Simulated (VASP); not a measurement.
# TaAlCl6 (R-3m) in VASP: single point with PBE

Aim: the single point of TaAlCl6 with PBE.

Program: VASP 6.6.1. These are calculated values, not measurements. Logs are shortened: lines on timing, memory, paths and dates and some standing lists are left out, and cuts for length are marked.

## (1) The cell of the first run

It takes space group R-3m (No. 166, trigonal). Conventional cell: a = 13.004 Å, b = 13.004 Å, c = 6.164 Å, α = 90.00°, β = 90.00°, γ = 120.00°. Ta (site symmetry -3m) has 6 Cl at 2.48 Å and 2 Al at 3.08 Å within 3.3 Å. Al (site symmetry -3m) has 6 Cl at 2.36 Å and 2 Ta at 3.08 Å within 3.1 Å. Within 3.1 Å of Cl (site symmetry m) lie 1 Al at 2.36 Å and 1 Ta at 2.48 Å.

## (2) Single point, PBE, collinear spin

INCAR

```
ALGO = Normal
EDIFF = 1E-6
ENCUT = 500
GGA = PE
GGA_COMPAT = False
ISIF = 2
ISMEAR = 0
ISPIN = 2
KPAR = 4
LASPH = True
LCHARG = False
LMAXMIX = 4
LORBIT = 11
LREAL = False
LWAVE = False
MAGMOM = 1.17 0 0 0 0 0 0 0
NBANDS = 42
NELM = 200
PREC = Accurate
SIGMA = 0.1
```

KPOINTS

```
k-points
0
Gamma
  6 6 6
```

POSCAR

```
TaAlCl6
1.0
    6.5020691266      3.7539713605      2.0547724506
   -6.5020691266      3.7539713605      2.0547724506
    0.0000000000     -7.5079427210      2.0547724507
Ta Al Cl
1 1 6
Direct
    0.5000000000      0.5000000000      0.5000000000
    0.0000000000      0.0000000000      0.0000000000
    0.3165768109      0.3165768109      0.0681419399
    0.0681419399      0.3165768109      0.3165768109
    0.3165768109      0.0681419399      0.3165768109
    0.9318580601      0.6834231891      0.6834231891
    0.6834231891      0.6834231891      0.9318580601
    0.6834231891      0.9318580601      0.6834231891
```

Potentials or basis: VASP PAW PBE potentials, release 64 (Ta_pv, Al, Cl).

Launch:

```console
> cat potpaw_PBE.64/Ta_pv/POTCAR potpaw_PBE.64/Al/POTCAR potpaw_PBE.64/Cl/POTCAR > POTCAR
> mpirun -np 4 vasp_std > vasp.out
```

OUTCAR:

```text
EDIFF = 1E-6
   ENCUT = 500
   GGA = PE
   ISIF = 2
   ISMEAR = 0
   ISPIN = 2
   LASPH = True
   LORBIT = 11
   LREAL = False
   NELM = 200
   PREC = Accurate

 ion  position               nearest neighbor table
   1  0.500  0.500  0.500-   4 2.48   5 2.48   6 2.48   8 2.48   7 2.48   3 2.48   2 3.08   2 3.08

   2  0.000  0.000  0.000-   3 2.36   7 2.36   5 2.36   6 2.36   4 2.36   8 2.36   1 3.08   1 3.08

   3  0.317  0.317  0.068-   2 2.36   1 2.48
   4  0.068  0.317  0.317-   2 2.36   1 2.48
   5  0.317  0.068  0.317-   2 2.36   1 2.48
   6  0.932  0.683  0.683-   2 2.36   1 2.48
   7  0.683  0.683  0.932-   2 2.36   1 2.48
   8  0.683  0.932  0.683-   2 2.36   1 2.48

  LATTYP: Found a trigonal (rhomboedric) cell.
 ALAT       =     7.7840409638
 COS(alpha) =    -0.3954778097

  Lattice vectors:

 A1 = (   6.5020691266,   3.7539713605,   2.0547724506)
 A2 = (  -6.5020691266,   3.7539713605,   2.0547724506)
 A3 = (   0.0000000000,  -7.5079427210,   2.0547724507)

Analysis of symmetry for initial positions (statically):
=====================================================================
 Subroutine PRICEL returns:
 Original cell was already a primitive cell.

 Routine SETGRP: Setting up the symmetry group for a
 trigonal (rhombohedral) supercell.

 Subroutine GETGRP returns: Found 12 space group operations
 (whereof 12 operations were pure point group operations)
 out of a pool of 12 trial point group operations.

The static configuration has the point symmetry D_3d.

Analysis of symmetry for dynamics (positions and initial velocities):
=====================================================================
 Subroutine PRICEL returns:
 Original cell was already a primitive cell.

 Routine SETGRP: Setting up the symmetry group for a
 trigonal (rhombohedral) supercell.

 Subroutine GETGRP returns: Found 12 space group operations
 (whereof 12 operations were pure point group operations)
 out of a pool of 12 trial point group operations.

The dynamic configuration has the point symmetry D_3d.

Analysis of structural, dynamic, and magnetic symmetry:
=====================================================================
 Subroutine PRICEL returns:
 Original cell was already a primitive cell.

 Routine SETGRP: Setting up the symmetry group for a
 trigonal (rhombohedral) supercell.

 Subroutine GETGRP returns: Found 12 space group operations
 (whereof 12 operations were pure point group operations)
 out of a pool of 12 trial point group operations.

The overall configuration has the point symmetry D_3d.

 Subroutine INISYM returns: Found 12 space group operations
 (whereof 12 operations are pure point group operations),
 and found     1 'primitive' translations

----------------------------------------------------------------------------------------

                                     Primitive cell

  volume of cell :     300.9245

  direct lattice vectors                    reciprocal lattice vectors
     6.502069127  3.753971361  2.054772451     0.076898598  0.044397426  0.162223965
    -6.502069127  3.753971361  2.054772451    -0.076898598  0.044397426  0.162223965
     0.000000000 -7.507942721  2.054772451     0.000000000 -0.088794853  0.162223965

  length of vectors
     7.784040964  7.784040964  7.784040964     0.184935504  0.184935504  0.184935504

  position of ions in fractional coordinates (direct lattice)
     0.500000000  0.500000000  0.500000000
     0.000000000  0.000000000  0.000000000
     0.316576811  0.316576811  0.068141940
     0.068141940  0.316576811  0.316576811
     0.316576811  0.068141940  0.316576811
[... 44 lines left out ...]
  0.166667  0.000000 -0.000000      6.000000
  0.333333 -0.000000 -0.000000      6.000000
  0.500000  0.000000 -0.000000      3.000000
  0.166667  0.166667 -0.000000      6.000000
  0.333333  0.166667 -0.000000     12.000000
[... 16 lines left out ...]
  0.500000  0.500000  0.166667      6.000000
 -0.333333  0.500000  0.166667     12.000000
 [... further k-points ...]
   k-points           NKPTS =     32   k-points in BZ     NKDIM =     32   number of bands    NBANDS=     42
   number of dos      NEDOS =    301   number of ions     NIONS =      8
   total plane-waves  NPLWV = 216000
   dimension x,y,z NGX =    60 NGY =   60 NGZ =   60
   dimension x,y,z NGXF=   120 NGYF=  120 NGZF=  120
   ions per type =               1   1   6
   NGX,Y,Z   is equivalent  to a cutoff of  12.81, 12.81, 12.81 a.u.
   NGXF,Y,Z  is equivalent  to a cutoff of  25.63, 25.63, 25.63 a.u.
 SYSTEM =  unknown system
   PREC   = accura    normal or accurate (medium, high low for compatibility)
   ISTART =      0    job   : 0-new  1-cont  2-samecut
   ICHARG =      2    charge: 1-file 2-atom 10-const
   ISPIN  =      2    spin polarized calculation?
   LNONCOLLINEAR =      F non collinear calculations
   LSORBIT =      F    spin-orbit coupling
   LASPH  =      T    aspherical Exc in radial PAW
   ENCUT  =  500.0 eV  36.75 Ry    6.06 a.u.  14.19 14.19 14.19*2*pi/ulx,y,z
   NELM   =    200;   NELMIN=  2; NELMDL= -5     # of ELM steps
   EDIFF  = 0.1E-05   stopping-criterion for ELM
   LREAL  =      F    real-space projection
   EDIFFG = 0.1E-04   stopping-criterion for IOM
   NSW    =      0    number of steps for IOM
   IBRION =     -1    ionic relax: 0-MD 1-quasi-New 2-CG
   NFREE  =      0    steps in history (QN), initial steepest desc. (CG)
   ISIF   =      2    stress and relaxation
   ISYM   =      2    0-nonsym 1-usesym 2-fastsym
   POTIM  = 0.5000    time-step for ionic-motion
   TEBEG  =    0.0;   TEEND  =   0.0 temperature during run
   PSTRESS=    0.0 pullay stress
   NELECT =      56.0000    total number of electrons
   NUPDOWN=      -1.0000    fix difference up-down
   EMIN   =  10.00;   EMAX   =-10.00  energy-range for DOS
   EFERMI =   0.00;   METHOD = LEGACY
   ISMEAR =     0;   SIGMA  =   0.10  broadening in eV -4-tet -1-fermi 0-gaus
   EFERMI_NEDOS =   21; number of points for ismear=-14 and -15
   IALGO  =     38    algorithm
   IMIX   =      4    mixing-type and parameters
     AMIX     =   0.40;   BMIX     =  1.00
     AMIX_MAG =   1.60;   BMIX_MAG =  1.00
  volume/ion in A,a.u.               =      37.62       253.84
  Fermi-wavevector in a.u.,A,eV,Ry     =   0.934656  1.766243 11.885795  0.873581
  Thomas-Fermi vector in A             =   2.061483
   LORBIT       =     11    0 simple, 1 ext, 2 COOP (PROOUT), +10 PAW based schemes
   GGA     = PE    functional components
   LHFCALC =     F    Hartree Fock is set to
   AEXX    =    0.0000 exact exchange contribution
   IVDW    =     0    specifies the selected vdW correction
   LEPSILON=     F    determine dielectric tensor
   LRPA    =     F    only Hartree local field effects (RPA)
 spin polarized calculation
 Gauss-broadening in eV      SIGMA  =   0.10
  energy-cutoff  :      500.00
  volume of cell :      300.92
 maximum number of plane-waves:      7673
 NGX is ok and might be reduce to    60
   NGX = 29   NGY = 29   NGZ = 29

 number of electron      55.9999996 magnetization       1.9999346

 Free energy of the ion-electron system (eV)
  ---------------------------------------------------
  ext. energy  EPLUGINS =         0.00000000
  ---------------------------------------------------
  free energy    TOTEN  =       -36.12775888 eV

  energy without entropy =      -36.09041902  energy(sigma->0) =      -36.10908895

 E-fermi :   0.7816     XC(G=0):  -6.4236

 val. band max:        0.7782515908   @ k =   0.5000   0.5000   0.5000
 cond. band min:       0.8058989980   @ k =   0.5000   0.5000   0.1667
 fundamental gap:      0.0276474072
 Fermi energy:         0.7816027581

 spin component 1

 k-point     1 :       0.0000    0.0000    0.0000
  band No.  band energies     occupation
      1     -35.3925      1.00000
      2     -35.3925      1.00000
      3     -35.3689      1.00000
      4     -16.8140      1.00000
      5     -15.9378      1.00000
      6     -15.8253      1.00000
[... 1021 lines left out ...]
     39       6.2677      0.00000
     40       6.5104      0.00000

 [... further k-points ...]

 spin component 2

 k-point     1 :       0.0000    0.0000    0.0000
  band No.  band energies     occupation
      1     -34.5108      1.00000
      2     -34.5108      1.00000
      3     -34.4496      1.00000
      4     -16.7630      1.00000
      5     -15.9157      1.00000
      6     -15.8035      1.00000
[... 1021 lines left out ...]
     39       6.5113      0.00000
     40       6.6663      0.00000

 [... further k-points ...]

 [bands above 40 left out]

------------------------ aborting loop because EDIFF is reached ----------------------------------------

  FORCE on cell =-STRESS in cart. coord.  units (eV):
  Direction    XX          YY          ZZ          XY          YZ          ZX
  --------------------------------------------------------------------------------------
  -------------------------------------------------------------------------------------
  Total       -0.1020618     -0.1020618     -0.1426533      0.0000000      0.0000000      0.0000000
  in kB       -0.5433957     -0.5433957     -0.7595126      0.0000000      0.0000000      0.0000000
  external PRESSURE =      -0.6154347 kB  Pullay stress =       0.0000000 kB

 VOLUME and BASIS-vectors are now :
 -----------------------------------------------------------------------------
  energy-cutoff  :      500.00
  volume of cell :      300.92
      direct lattice vectors                 reciprocal lattice vectors
     6.502069127  3.753971361  2.054772451     0.076898598  0.044397426  0.162223965
    -6.502069127  3.753971361  2.054772451    -0.076898598  0.044397426  0.162223965
     0.000000000 -7.507942721  2.054772451     0.000000000 -0.088794853  0.162223965

 POSITION                                       TOTAL-FORCE (eV/Angst)
 -----------------------------------------------------------------------------------
      0.00000      0.00000      3.08216        -0.000000     -0.000000      0.000000
      0.00000      0.00000      0.00000        -0.000000     -0.000000      0.000000
      0.00000      1.86523      1.44100        -0.000000     -0.005055     -0.013065
     -1.61534     -0.93262      1.44100         0.004378      0.002527     -0.013065
      1.61534     -0.93262      1.44100        -0.004378      0.002527     -0.013065
      1.61534      0.93262      4.72331        -0.004378     -0.002527      0.013065
      0.00000     -1.86523      4.72331        -0.000000      0.005055      0.013065
     -1.61534      0.93262      4.72331         0.004378     -0.002527      0.013065
 -----------------------------------------------------------------------------------
    total drift:                               -0.000000      0.000000      0.000000

  FREE ENERGIE OF THE ION-ELECTRON SYSTEM (eV)
  ---------------------------------------------------
  free  energy   TOTEN  =       -36.1277588769 eV

  energy  without entropy=      -36.0904190165  energy(sigma->0) =      -36.10908895

 total charge

# of ion       s       p       d       tot
------------------------------------------
    1        0.248   6.135   2.309   8.692
    2        0.312   0.310   0.000   0.622
    3        1.602   3.532   0.000   5.135
    4        1.602   3.532   0.000   5.135
    5        1.602   3.532   0.000   5.135
    6        1.602   3.532   0.000   5.135
    7        1.602   3.532   0.000   5.135
    8        1.602   3.532   0.000   5.135
--------------------------------------------------
tot         10.173  27.639   2.309  40.122

 magnetization (x)

# of ion       s       p       d       tot
------------------------------------------
    1        0.022   0.011   1.329   1.362
    2        0.010   0.004   0.000   0.013
    3        0.001   0.003   0.000   0.004
    4        0.001   0.003   0.000   0.004
    5        0.001   0.003   0.000   0.004
    6        0.001   0.003   0.000   0.004
    7        0.001   0.003   0.000   0.004
    8        0.001   0.003   0.000   0.004
--------------------------------------------------
tot          0.036   0.034   1.329   1.398
```

Run time: 6.5 min. Hardware: 4 MPI ranks of AMD EPYC 7R43 (Zen 3), shared host; peak memory 0.99 GiB.

What came out:

```
Free energy                                           : -36.1278 eV
Pressure                                              : -0.1 GPa
Largest force                                         : 0.014 eV/Å
Band gap on the k mesh                                : zero (filled and empty bands overlap)
Net moment                                            : 2.00 μB per cell
Site moments                                          : Ta +1.36; Al +0.01; Cl +0.00 μB
Valence electrons inside the program's atomic spheres : Ta 8.69; Al 0.62; Cl 5.13
```

Forces in eV/Å, atoms in the order of the input:
```
Ta   0.000  0.000  0.000
Al   0.000  0.000  0.000
Cl   0.000 -0.005 -0.013
Cl   0.004  0.003 -0.013
Cl  -0.004  0.003 -0.013
Cl  -0.004 -0.003  0.013
Cl   0.000  0.005  0.013
Cl   0.004 -0.003  0.013
```

Caveat: spin-orbit coupling is left out, which moves the levels of the heavy elements.

The gap in the log of VASP goes by the Fermi energy; the results here count the filled bands.